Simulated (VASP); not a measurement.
# FeSi in VASP: a series of runs, part 2 of 3

VASP 6.6.1. The steps go on from the part before.

### 3 Single point, PBEsol, collinear spin, ferromagnetic start

File INCAR:

```
SYSTEM = FeSi
PREC     = Accurate       ! precision mode
ENCUT    = 520            ! plane-wave cutoff, eV
EDIFF    = 1E-7           ! SCF threshold, eV
ISMEAR   = -1             ! smearing method
SIGMA    = 0.05           ! smearing width, eV
LREAL    = .False.        ! projectors in reciprocal space
LASPH    = .True.         ! aspherical terms in the spheres
NELM     = 150            ! most SCF steps
ALGO     = Normal         ! electronic algorithm
ISIF     = 2              ! what is computed and relaxed
LWAVE    = .False.        ! write WAVECAR
LCHARG   = .True.         ! write CHGCAR
ISPIN    = 2              ! spin polarisation
MAGMOM   = 3 3 3 3 0 0 0 0 ! initial moments
LORBIT   = 11             ! projections on sites
LMAXMIX  = 4              ! l up to which the mixer works
GGA      = PS             ! functional
LELF     = .True.         ! ELF
LVHAR    = .True.       
NBANDS   = 38             ! bands
```

File KPOINTS:

```
regular mesh
0
Gamma
  5 5 5
  0 0 0
```

File POSCAR:

```
FeSi
1.0
    4.5507000000      0.0000000000      0.0000000000
    0.0000000000      4.5507000000      0.0000000000
    0.0000000000      0.0000000000      4.5507000000
Fe Si
4 4
Direct
    0.8634800000      0.6365200000      0.3634800000
    0.6365200000      0.3634800000      0.8634800000
    0.3634800000      0.8634800000      0.6365200000
    0.1365200000      0.1365200000      0.1365200000
    0.1576000000      0.3424000000      0.6576000000
    0.3424000000      0.6576000000      0.1576000000
    0.6576000000      0.1576000000      0.3424000000
    0.8424000000      0.8424000000      0.8424000000
```

Potentials or basis: VASP PAW PBE potentials, release 64 (Fe, Si).

Started as:

```
> cat potpaw_PBE.64/Fe/POTCAR potpaw_PBE.64/Si/POTCAR > POTCAR
> mpirun -np 1 vasp_std > vasp.out
```

OUTCAR:

```text
SYSTEM = FeSi
   PREC = Accurate
   ENCUT = 520
   EDIFF = 1E-7
   ISMEAR = -1
   LREAL = .False.
   LASPH = .True.
   NELM = 150
   ISIF = 2
   ISPIN = 2
   LORBIT = 11
   GGA = PS

 ion  position               nearest neighbor table
   1  0.863  0.637  0.363-   5 2.32   6 2.37   7 2.37   8 2.37   7 2.55   8 2.55   6 2.55   2 2.79
                             2 2.79   3 2.79   4 2.79   3 2.79   4 2.79
   2  0.637  0.363  0.863-   6 2.32   5 2.37   7 2.37   8 2.37   5 2.55   7 2.55   8 2.55   1 2.79
                             1 2.79   3 2.79   3 2.79   4 2.79   4 2.79
   3  0.363  0.863  0.637-   7 2.32   6 2.37   5 2.37   8 2.37   6 2.55   5 2.55   8 2.55   1 2.79
                             4 2.79   2 2.79   2 2.79   1 2.79   4 2.79
   4  0.137  0.137  0.137-   8 2.32   6 2.37   7 2.37   5 2.37   6 2.55   5 2.55   7 2.55   2 2.79
                             3 2.79   1 2.79   3 2.79   1 2.79   2 2.79
   5  0.158  0.342  0.658-   1 2.32   2 2.37   3 2.37   4 2.37   3 2.55   4 2.55   2 2.55   8 2.82
                             6 2.82   6 2.82   8 2.82   7 2.82   7 2.82
   6  0.342  0.658  0.158-   2 2.32   1 2.37   3 2.37   4 2.37   1 2.55   3 2.55   4 2.55   8 2.82
                             5 2.82   5 2.82   7 2.82   7 2.82   8 2.82
   7  0.658  0.158  0.342-   3 2.32   2 2.37   1 2.37   4 2.37   2 2.55   1 2.55   4 2.55   8 2.82
                             8 2.82   5 2.82   6 2.82   6 2.82   5 2.82
   8  0.842  0.842  0.842-   4 2.32   2 2.37   3 2.37   1 2.37   2 2.55   1 2.55   3 2.55   5 2.82
                             6 2.82   7 2.82   7 2.82   5 2.82   6 2.82

  LATTYP: Found a simple cubic cell.
 ALAT       =     4.5507000000

  Lattice vectors:

 A1 = (   4.5507000000,   0.0000000000,   0.0000000000)
 A2 = (   0.0000000000,   4.5507000000,   0.0000000000)
 A3 = (   0.0000000000,   0.0000000000,   4.5507000000)

Analysis of symmetry for initial positions (statically):
=====================================================================
 Subroutine PRICEL returns:
 Original cell was already a primitive cell.

 Routine SETGRP: Setting up the symmetry group for a
 simple cubic supercell.

 Subroutine GETGRP returns: Found 12 space group operations
 (whereof  3 operations were pure point group operations)
 out of a pool of 48 trial point group operations.
[... 626 lines left out ...]
      4       1.1920      1.00000
      5       4.0345      1.00000
      6       4.0345      1.00000
[... 418 lines left out ...]
     35      14.9852      0.00000
     36      15.2309      0.00000
 [bands above 36 left out]

------------------------ aborting loop because EDIFF is reached ----------------------------------------

  FORCE on cell =-STRESS in cart. coord.  units (eV):
  Direction    XX          YY          ZZ          XY          YZ          ZX
  --------------------------------------------------------------------------------------
  -------------------------------------------------------------------------------------
  Total       -9.7512295     -9.7512295     -9.7512295      0.0000000      0.0000000      0.0000000
  in kB     -165.7812237   -165.7812237   -165.7812237      0.0000000      0.0000000      0.0000000
  external PRESSURE =    -165.7812237 kB  Pullay stress =       0.0000000 kB

 VOLUME and BASIS-vectors are now :
 -----------------------------------------------------------------------------
  energy-cutoff  :      520.00
  volume of cell :       94.24
      direct lattice vectors                 reciprocal lattice vectors
     4.550700000  0.000000000  0.000000000     0.219746413  0.000000000  0.000000000
     0.000000000  4.550700000  0.000000000     0.000000000  0.219746413  0.000000000
     0.000000000  0.000000000  4.550700000     0.000000000  0.000000000  0.219746413

 POSITION                                       TOTAL-FORCE (eV/Angst)
 -----------------------------------------------------------------------------------
      3.92944      2.89661      1.65409         0.033960     -0.033960      0.033960
      2.89661      1.65409      3.92944        -0.033960      0.033960      0.033960
      1.65409      3.92944      2.89661         0.033960      0.033960     -0.033960
      0.62126      0.62126      0.62126        -0.033960     -0.033960     -0.033960
      0.71719      1.55816      2.99254        -0.023847      0.023847     -0.023847
      1.55816      2.99254      0.71719         0.023847     -0.023847     -0.023847
      2.99254      0.71719      1.55816        -0.023847     -0.023847      0.023847
      3.83351      3.83351      3.83351         0.023847      0.023847      0.023847
 -----------------------------------------------------------------------------------
    total drift:                               -0.000000     -0.000000      0.000000

  FREE ENERGIE OF THE ION-ELECTRON SYSTEM (eV)
  ---------------------------------------------------
  free  energy   TOTEN  =       -63.2644270384 eV

  energy  without entropy=      -63.1980648471  energy(sigma->0) =      -63.23124594

 total charge

# of ion       s       p       d       tot
------------------------------------------
    1        0.415   0.579   6.490   7.484
    2        0.415   0.579   6.490   7.484
    3        0.415   0.579   6.490   7.484
    4        0.415   0.579   6.490   7.484
    5        0.736   0.858   0.000   1.594
    6        0.736   0.858   0.000   1.594
    7        0.736   0.858   0.000   1.594
    8        0.736   0.858   0.000   1.594
--------------------------------------------------
tot          4.605   5.747  25.962  36.314

 magnetization (x)

# of ion       s       p       d       tot
------------------------------------------
    1       -0.001  -0.001   0.961   0.959
    2       -0.001  -0.001   0.961   0.959
    3       -0.001  -0.001   0.961   0.959
    4       -0.001  -0.001   0.961   0.959
    5       -0.011  -0.033   0.000  -0.044
    6       -0.011  -0.033   0.000  -0.044
    7       -0.011  -0.033   0.000  -0.044
    8       -0.011  -0.033   0.000  -0.044
--------------------------------------------------
tot         -0.045  -0.137   3.845   3.663
```

OSZICAR:

```text
N       E                     dE             d eps       ncg     rms          rms(c)
DAV:   1     0.330789059839E+03    0.33079E+03   -0.19356E+04  1672   0.138E+03
DAV:   2    -0.423395085181E+02   -0.37313E+03   -0.35280E+03  1672   0.326E+02
DAV:   3    -0.686230954916E+02   -0.26284E+02   -0.24543E+02  1922   0.104E+02
[... 11 lines left out ...]
DAV:  15    -0.632644266050E+02   -0.14613E-05   -0.84283E-05  2258   0.731E-02    0.296E-02
DAV:  16    -0.632644266608E+02   -0.55817E-07   -0.62094E-06  2342   0.224E-02    0.102E-02
DAV:  17    -0.632644269175E+02   -0.25667E-06   -0.10714E-06  2072   0.778E-03    0.390E-03
DAV:  18    -0.632644270236E+02   -0.10618E-06   -0.19451E-07  1266   0.529E-03    0.194E-03
DAV:  19    -0.632644270384E+02   -0.14802E-07   -0.83090E-08  1016   0.344E-03
   1 F= -.63264427E+02 E0= -.63231246E+02  d E =-.663622E-01  mag=     3.5014
```

stdout:

```text
POSCAR found type information on POSCAR FeSi
 POSCAR found :  2 types and       8 ions
 scaLAPACK will be used
 -----------------------------------------------------------------------------
|                                                                             |
|                                                                             |
|     You enforced a specific xc type in the INCAR file but a different       |
|     I HOPE YOU KNOW WHAT YOU ARE DOING!                                     |
|                                                                             |
 -----------------------------------------------------------------------------

 LDA part: xc-table for (Slater+PW92), standard interpolation
 POSCAR, INCAR and KPOINTS ok, starting setup
 FFT: planning ... GRIDC
 FFT: planning ... GRID_SOFT
 FFT: planning ... GRID
 WAVECAR not read
 entering main loop
```

Run time: 1.9 min. Hardware: 1 thread of Intel Xeon Platinum 8488C (Sapphire Rapids), shared host; peak memory 0.25 GiB.

What came out:

```
Free energy                                           : -63.2644 eV
Pressure                                              : -16.6 GPa
Largest force                                         : 0.059 eV/Å
Net moment                                            : 3.50 μB per cell
Site moments                                          : Fe +0.96; Si -0.04 μB
Valence electrons inside the program's atomic spheres : Fe 7.48; Si 1.59
```

Forces on the atoms (eV/Å):
```
Fe   0.034 -0.034  0.034
Fe  -0.034  0.034  0.034
Fe   0.034  0.034 -0.034
Fe  -0.034 -0.034 -0.034
Si  -0.024  0.024 -0.024
Si   0.024 -0.024 -0.024
Si  -0.024 -0.024  0.024
Si   0.024  0.024  0.024
```

Levels at points of the mesh, in eV from the Fermi level:
Spin up:
| k point | band 22 | band 23 | band 24 | band 25 | band 26 | band 27 | band 28 | band 29 | band 30 | band 31 |
| --- | --- | --- | --- | --- | --- | --- | --- | --- | --- | --- |
| (0.00, 0.00, 0.00) | -0.71 | -0.64 | -0.64 | 0.09 | 0.09 | 0.09 | 2.51 | 2.51 | 2.51 | 3.04 |
Spin down:
```
           k point  band 18  band 19  band 20  band 21  band 22  band 23  band 24  band 25  band 26  band 27
(0.00, 0.00, 0.00)    -1.57    -1.57     0.08     0.08     0.08     0.30     0.30     1.07     1.07     1.07
```

Caveat: the cell stands under tension; the PAW data sets were made with another functional, which shifts forces and pressure a little.

### 4 Single point, PBEsol, collinear spin, ferromagnetic start

This run uses another cell than the first one, of 10.67 Å³/atom.

File INCAR:

```
PREC     = Accurate       # precision mode
ENCUT    = 520            # plane-wave cutoff, eV
EDIFF    = 1E-7           # SCF threshold, eV
ISMEAR   = -1             # smearing method
SIGMA    = 0.05           # smearing width, eV
LREAL    = F              # projectors in reciprocal space
LASPH    = T              # aspherical terms in the spheres
NELM     = 150            # most SCF steps
ALGO     = Normal         # electronic algorithm
ISIF     = 2              # what is computed and relaxed
LWAVE    = F              # write WAVECAR
LCHARG   = F              # write CHGCAR
ISPIN    = 2              # spin polarisation
MAGMOM   = 3 3 3 3 0 0 0 0 # initial moments
LORBIT   = 11             # projections on sites
LMAXMIX  = 4              # l up to which the mixer works
GGA      = PS             # functional
NBANDS   = 38             # bands
```

File KPOINTS:

```
regular mesh
0
Gamma
  6 6 6
```

File POSCAR:

```
FeSi
1.0
    4.4035081143      0.0000000000      0.0000000000
    0.0000000000      4.4035081143      0.0000000000
    0.0000000000      0.0000000000      4.4035081143
Fe Si
4 4
Direct
    0.8629176381      0.6370823619      0.3629176381
    0.6370823619      0.3629176381      0.8629176381
    0.3629176381      0.8629176381      0.6370823619
    0.1370823619      0.1370823619      0.1370823619
    0.1588013232      0.3411986768      0.6588013232
    0.3411986768      0.6588013232      0.1588013232
    0.6588013232      0.1588013232      0.3411986768
    0.8411986768      0.8411986768      0.8411986768
```

Started as:

```
> cat potpaw_PBE.64/Fe/POTCAR potpaw_PBE.64/Si/POTCAR > POTCAR
> mpirun -np 1 vasp_std > vasp.out
```

It took 3.9 min on 1 thread of Intel Xeon Platinum 8488C (Sapphire Rapids), shared host; peak memory 0.29 GiB.

It converged, with:

| Item | Value |
| --- | --- |
| Free energy | -63.8353 eV |
| Pressure | 0.6 GPa |
| Largest force | 0.045 eV/Å |
| Band gap on the k mesh | 0.16 eV |
| Net moment | 0.00 μB per cell |
| Valence electrons inside the program's atomic spheres | Fe 7.75; Si 1.66 |

Forces on the atoms (eV/Å):
```
Fe  -0.026  0.026 -0.026
Fe   0.026 -0.026 -0.026
Fe  -0.026 -0.026  0.026
Fe   0.026  0.026  0.026
Si  -0.003  0.003 -0.003
Si   0.003 -0.003 -0.003
Si  -0.003 -0.003  0.003
Si   0.003  0.003  0.003
```

Levels at points of the mesh, in eV from the valence-band top:
Spin up:
| k point | band 22 | band 23 | band 24 | band 25 | band 26 | band 27 |
| --- | --- | --- | --- | --- | --- | --- |
| (0.00, 0.00, 0.00) | -0.28 | -0.03 | -0.03 | 0.69 | 0.69 | 0.69 |
| (0.50, 0.00, 0.00) | -0.39 | 0.00 | 0.00 | 0.19 | 0.19 | 1.78 |
| (0.50, 0.50, 0.00) | -1.05 | -0.36 | -0.36 | 0.66 | 0.66 | 1.35 |
| (0.50, 0.50, 0.50) | -0.68 | -0.68 | -0.68 | 0.50 | 0.50 | 0.50 |
Spin down:
```
           k point  band 21  band 22  band 23  band 24  band 25  band 26  band 27  band 28
(0.00, 0.00, 0.00)    -0.28    -0.28    -0.03    -0.03     0.69     0.69     0.69     3.21
(0.50, 0.00, 0.00)    -0.39    -0.39     0.00     0.00     0.19     0.19     1.78     1.78
(0.50, 0.50, 0.00)    -1.05    -1.05    -0.36    -0.36     0.66     0.66     1.35     1.35
(0.50, 0.50, 0.50)    -0.68    -0.68    -0.68    -0.68     0.50     0.50     0.50     0.50
```

Caveat: the moments typed at the start vanished in this run; the PAW data sets were made with another functional, which shifts forces and pressure a little.

[end of part 2 of 3]
